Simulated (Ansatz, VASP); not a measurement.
# Two plane-wave programs on Mo

```
Mo
1.0
    -1.58014    1.58014    1.58014
     1.58014   -1.58014    1.58014
     1.58014    1.58014   -1.58014
Mo
1
Direct
  0.00000 0.00000 0.00000
```

Alike in both runs: task single point; functional PBEsol; k mesh 18 × 18 × 18; occupations gaussian, width 0.1 eV; no spin polarisation.

|  | VASP | Ansatz |
| --- | --- | --- |
| version | VASP 6.6.1 | Ansatz 0.2.0 |
| potentials or method | VASP PAW PBE potentials, release 64 (Mo_sv), cutoff 520 eV | scalar-relativistic, plane waves, PAW |
| valence electrons in the cell | 14 | 14 |

|  | VASP | Ansatz | Ansatz less VASP |
| --- | --- | --- | --- |
| gap on the k mesh at the Fermi level (eV) | none | none | - |
| pressure (GPa) | -7.3 | -7.8 | -0.48 |

VASP's potentials were made for PBE, not for PBEsol. A gap of «none» marks a metal or a gap that the smearing closes. The functional is the same, so the differences come from potentials, cutoffs and numerics.
